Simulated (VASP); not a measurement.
# H2 in VASP: notebook

H2 is run at these levels: PBE; tasks: single point.

All numbers are computed with VASP 6.6.1; they aren't measurements. Logs are shortened: lines on timing, memory, paths and dates and some standing lists are left out, and cuts for length are marked.

## (1) The cell of the first run

The cell holds a cluster in a box, 2 atoms: a = 9.000 Å, b = 9.200 Å, c = 9.800 Å, α = 90.00°, β = 90.00°, γ = 90.00°.

## (2) Single point, PBE, non-collinear spin, zero start, spin-orbit coupling

Input file INCAR:

```
SYSTEM = H
ALGO = Normal
EDIFF = 1E-6
ENCUT = 500
GGA = PE
GGA_COMPAT = .False.
ISIF = 2
ISMEAR = -1
LASPH = .True.
LCHARG = .False.
LORBIT = 11
LORBMOM = .True.
LREAL = .False.
LSORBIT = .True.
LWAVE = .False.
MAGMOM = 0 0 0 0 0 0
NBANDS = 14
NELM = 200
PREC = Accurate
SIGMA = 0.01
```

Input file KPOINTS:

```
k-points
0
Gamma
  1 1 1
  0 0 0
```

Input file POSCAR:

```
H
1.0
    9.0000000000      0.0000000000      0.0000000000
    0.0000000000      9.2000000000      0.0000000000
    0.0000000000      0.0000000000      9.8000000000
H
2
Direct
    0.5000000000      0.5000000000      0.4617225275
    0.5000000000      0.5000000000      0.5382774725
```

Potentials or basis: VASP PAW PBE potentials, release 64 (H).

Launch:

```bash
$ cat potpaw_PBE.64/H/POTCAR > POTCAR
$ mpirun -np 1 vasp_ncl > vasp.out
```

OUTCAR:

```text
SYSTEM = H
   EDIFF = 1E-6
   ENCUT = 500
   GGA = PE
   ISIF = 2
   ISMEAR = -1
   LASPH = .True.
   LORBIT = 11
   LREAL = .False.
   LSORBIT = .True.
   NELM = 200
   PREC = Accurate

 ion  position               nearest neighbor table
   1  0.500  0.500  0.462-   2 0.75
   2  0.500  0.500  0.538-   1 0.75

  LATTYP: Found a simple orthorhombic cell.
 ALAT       =     9.0000000000
 B/A-ratio  =     1.0222222222
 C/A-ratio  =     1.0888888889

  Lattice vectors:

 A1 = (   9.0000000000,   0.0000000000,   0.0000000000)
 A2 = (   0.0000000000,   9.2000000000,   0.0000000000)
 A3 = (   0.0000000000,   0.0000000000,   9.8000000000)

Analysis of symmetry for initial positions (statically):
=====================================================================
 Subroutine PRICEL returns:
 Original cell was already a primitive cell.

 Routine SETGRP: Setting up the symmetry group for a
 simple orthorhombic supercell.

 Subroutine GETGRP returns: Found  8 space group operations
 (whereof  8 operations were pure point group operations)
 out of a pool of  8 trial point group operations.

The static configuration has the point symmetry D_2h.

Analysis of symmetry for dynamics (positions and initial velocities):
=====================================================================
 Subroutine PRICEL returns:
 Original cell was already a primitive cell.

 Routine SETGRP: Setting up the symmetry group for a
 simple orthorhombic supercell.

 Subroutine GETGRP returns: Found  8 space group operations
 (whereof  8 operations were pure point group operations)
 out of a pool of  8 trial point group operations.

The dynamic configuration has the point symmetry D_2h.

Analysis of structural, dynamic, and magnetic symmetry:
=====================================================================
 Subroutine PRICEL returns:
 Original cell was already a primitive cell.

 Routine SETGRP: Setting up the symmetry group for a
 simple orthorhombic supercell.

 Subroutine GETGRP returns: Found  8 space group operations
 (whereof  8 operations were pure point group operations)
 out of a pool of  8 trial point group operations.

The overall configuration has the point symmetry D_2h.

 Subroutine INISYM returns: Found  8 space group operations
 (whereof  8 operations are pure point group operations),
 and found     1 'primitive' translations

----------------------------------------------------------------------------------------

                                     Primitive cell

  volume of cell :     811.4400

  direct lattice vectors                    reciprocal lattice vectors
     9.000000000  0.000000000  0.000000000     0.111111111  0.000000000  0.000000000
     0.000000000  9.200000000  0.000000000     0.000000000  0.108695652  0.000000000
     0.000000000  0.000000000  9.800000000     0.000000000  0.000000000  0.102040816

  length of vectors
     9.000000000  9.200000000  9.800000000     0.111111111  0.108695652  0.102040816

  position of ions in fractional coordinates (direct lattice)
     0.500000000  0.500000000  0.461722528
     0.500000000  0.500000000  0.538277472

  ion indices of the primitive-cell ions
   primitive index   ion index
                 1           1
                 2           2

----------------------------------------------------------------------------------------

 KPOINTS: k-points

Automatic generation of k-mesh.
 Grid dimensions read from file:
 generate k-points for:    1    1    1

 Generating k-lattice:

  Cartesian coordinates                     Fractional coordinates (reciprocal lattice)
     0.111111111  0.000000000  0.000000000     1.000000000  0.000000000  0.000000000
     0.000000000  0.108695652  0.000000000     0.000000000  1.000000000  0.000000000
     0.000000000  0.000000000  0.102040816     0.000000000  0.000000000  1.000000000

  Length of vectors
[... 72 lines left out ...]
 number of electron       2.0000001 magnetization      -0.0000000      0.0000000      0.0000000

 number of electron       2.0000001 magnetization      -0.0000000      0.0000000     -0.0000000

 Free energy of the ion-electron system (eV)
  ---------------------------------------------------
  ext. energy  EPLUGINS =         0.00000000
  ---------------------------------------------------
  free energy    TOTEN  =        -6.77161923 eV

  energy without entropy =       -6.77161923  energy(sigma->0) =       -6.77161923

 E-fermi : -10.0182     XC(G=0):  -0.4638

 val. band max:      -10.2962016220   @ k =   0.0000   0.0000   0.0000
 cond. band min:      -0.1976727853   @ k =   0.0000   0.0000   0.0000
 fundamental gap:     10.0985288367
 Fermi energy:       -10.0182475418

 k-point     1 :       0.0000    0.0000    0.0000
  band No.  band energies     occupation
      1     -10.2962      1.00000
      2     -10.2962      1.00000
      3      -0.1977      0.00000
      4      -0.1977      0.00000
      5       0.3797      0.00000
      6       0.3797      0.00000
      7       1.0989      0.00000
      8       1.0989      0.00000
      9       1.1531      0.00000
     10       1.1531      0.00000
     11       1.4055      0.00000
     12       1.4055      0.00000
     13       1.6015      0.00000
     14       1.6015      0.00000

------------------------ aborting loop because EDIFF is reached ----------------------------------------

  FORCE on cell =-STRESS in cart. coord.  units (eV):
  Direction    XX          YY          ZZ          XY          YZ          ZX
  --------------------------------------------------------------------------------------
  -------------------------------------------------------------------------------------
  Total       -0.0356894     -0.0357862     -0.0514906     -0.0000000      0.0000000      0.0000000
  in kB       -0.0704682     -0.0706594     -0.1016675     -0.0000000      0.0000000      0.0000000
  external PRESSURE =      -0.0809317 kB  Pullay stress =       0.0000000 kB

 VOLUME and BASIS-vectors are now :
 -----------------------------------------------------------------------------
  energy-cutoff  :      500.00
  volume of cell :      811.44
      direct lattice vectors                 reciprocal lattice vectors
     9.000000000  0.000000000  0.000000000     0.111111111  0.000000000  0.000000000
     0.000000000  9.200000000  0.000000000     0.000000000  0.108695652  0.000000000
     0.000000000  0.000000000  9.800000000     0.000000000  0.000000000  0.102040816

 POSITION                                       TOTAL-FORCE (eV/Angst)
 -----------------------------------------------------------------------------------
      4.50000      4.60000      4.52488         0.000000      0.000000      0.008254
      4.50000      4.60000      5.27512         0.000000      0.000000     -0.008254
 -----------------------------------------------------------------------------------
    total drift:                                0.000000      0.000000     -0.000000

  FREE ENERGIE OF THE ION-ELECTRON SYSTEM (eV)
  ---------------------------------------------------
  free  energy   TOTEN  =        -6.7716192302 eV

  energy  without entropy=       -6.7716192302  energy(sigma->0) =       -6.77161923

 orbital moment (x)

 # of ion     p       tot
 --------------------------------
  1         0.000   0.000
  2         0.000   0.000
 --------------------------------
            0.000   0.000

 orbital moment (y)

 # of ion     p       tot
 --------------------------------
  1         0.000   0.000
  2         0.000   0.000
 --------------------------------
            0.000   0.000

 orbital moment (z)

 # of ion     p       tot
 --------------------------------
  1         0.000   0.000
  2         0.000   0.000
 --------------------------------
            0.000   0.000

 Spin-Orbit-Coupling matrix elements

 Ion:    1  E_soc:     -0.0000000
 l=   1
     0.0000000    -0.0000000    -0.0000000
    -0.0000000     0.0000000    -0.0000000
    -0.0000000    -0.0000000     0.0000000
 l=   2
     0.0000000     0.0000000     0.0000000     0.0000000     0.0000000
     0.0000000     0.0000000     0.0000000     0.0000000     0.0000000
     0.0000000     0.0000000     0.0000000     0.0000000     0.0000000
     0.0000000     0.0000000     0.0000000     0.0000000     0.0000000
     0.0000000     0.0000000     0.0000000     0.0000000     0.0000000
 l=   3
     0.0000000     0.0000000     0.0000000     0.0000000     0.0000000     0.0000000     0.0000000
     0.0000000     0.0000000     0.0000000     0.0000000     0.0000000     0.0000000     0.0000000
     0.0000000     0.0000000     0.0000000     0.0000000     0.0000000     0.0000000     0.0000000
     0.0000000     0.0000000     0.0000000     0.0000000     0.0000000     0.0000000     0.0000000
     0.0000000     0.0000000     0.0000000     0.0000000     0.0000000     0.0000000     0.0000000
     0.0000000     0.0000000     0.0000000     0.0000000     0.0000000     0.0000000     0.0000000
     0.0000000     0.0000000     0.0000000     0.0000000     0.0000000     0.0000000     0.0000000

 Ion:    2  E_soc:     -0.0000000
 l=   1
     0.0000000    -0.0000000    -0.0000000
    -0.0000000     0.0000000    -0.0000000
    -0.0000000    -0.0000000     0.0000000
 l=   2
     0.0000000     0.0000000     0.0000000     0.0000000     0.0000000
     0.0000000     0.0000000     0.0000000     0.0000000     0.0000000
     0.0000000     0.0000000     0.0000000     0.0000000     0.0000000
     0.0000000     0.0000000     0.0000000     0.0000000     0.0000000
     0.0000000     0.0000000     0.0000000     0.0000000     0.0000000
 l=   3
     0.0000000     0.0000000     0.0000000     0.0000000     0.0000000     0.0000000     0.0000000
     0.0000000     0.0000000     0.0000000     0.0000000     0.0000000     0.0000000     0.0000000
     0.0000000     0.0000000     0.0000000     0.0000000     0.0000000     0.0000000     0.0000000
     0.0000000     0.0000000     0.0000000     0.0000000     0.0000000     0.0000000     0.0000000
     0.0000000     0.0000000     0.0000000     0.0000000     0.0000000     0.0000000     0.0000000
     0.0000000     0.0000000     0.0000000     0.0000000     0.0000000     0.0000000     0.0000000
     0.0000000     0.0000000     0.0000000     0.0000000     0.0000000     0.0000000     0.0000000

 total charge

# of ion       s       p       d       tot
------------------------------------------
    1        0.607   0.028   0.000   0.636
    2        0.607   0.028   0.000   0.636
--------------------------------------------------
tot          1.215   0.056   0.000   1.271

 magnetization (x)

# of ion       s       p       d       tot
------------------------------------------
    1        0.000   0.000   0.000   0.000
    2        0.000   0.000   0.000   0.000
--------------------------------------------------
tot          0.000   0.000   0.000   0.000

 magnetization (y)

# of ion       s       p       d       tot
------------------------------------------
    1        0.000   0.000   0.000   0.000
    2        0.000   0.000   0.000   0.000
--------------------------------------------------
tot          0.000   0.000   0.000   0.000

 magnetization (z)

# of ion       s       p       d       tot
------------------------------------------
    1        0.000   0.000   0.000   0.000
    2        0.000   0.000   0.000   0.000
--------------------------------------------------
tot          0.000   0.000   0.000   0.000
```

It took 4.2 min on 1 thread of Intel Xeon 8259CL, shared host; peak memory 1.8 GiB.

Results:

- Free energy: -6.7716 eV
- Largest force: 0.008 eV/Å
- Net moment: 0.00 μB per cell
- Valence electrons inside the program's atomic spheres: H 0.64

Forces in eV/Å, atoms in the order of the input:
```
H    0.000  0.000  0.008
H    0.000  0.000 -0.008
```

Moments on the atoms (μB; x, y, z):
```
H   0.00 0.00 0.00
H   0.00 0.00 0.00
```

## (3) Single point, PBE, non-collinear spin, zero start, spin-orbit coupling

Input file INCAR:

```
PREC     = Accurate       # precision mode
ENCUT    = 500            # plane-wave cutoff, eV
EDIFF    = 1E-6           # SCF threshold, eV
ISMEAR   = -1             # smearing method
SIGMA    = 0.01           # smearing width, eV
LREAL    = False          # projectors in reciprocal space
LASPH    = True           # aspherical terms in the spheres
NELM     = 200            # most SCF steps
ALGO     = Normal         # electronic algorithm
ISIF     = 2              # what is computed and relaxed
LWAVE    = False          # write WAVECAR
LCHARG   = False          # write CHGCAR
MAGMOM   = 0 0 0 0 0 0    # initial moments
LORBIT   = 11             # projections on sites
LSORBIT  = True           # spin-orbit coupling
GGA_COMPAT= False        
LORBMOM  = True         
GGA      = PE             # functional
NBANDS   = 14             # bands
```

Input file KPOINTS:

```
regular mesh
0
Gamma
  1 1 1
```

POSCAR is that of step 2.

Potentials or basis: VASP PAW PBE potentials, release 64 (H).

Launch:

```bash
$ cat potpaw_PBE.64/H/POTCAR > POTCAR
$ mpirun -np 1 vasp_ncl > vasp.out
```

It took 4.4 min on 1 thread of Intel Xeon 8259CL, shared host; peak memory 1.8 GiB.

The run converged. Its results:

| Item | Value |
| --- | --- |
| Free energy | -6.7716 eV |
| Largest force | 0.008 eV/Å |
| Net moment | 0.00 μB per cell |
| Valence electrons inside the program's atomic spheres | H 0.64 |

Forces in eV/Å, atoms in the order of the input:
```
H    0.000  0.000  0.008
H    0.000  0.000 -0.008
```

Moments on the atoms (μB; x, y, z):
```
H   0.00 0.00 0.00
H   0.00 0.00 0.00
```
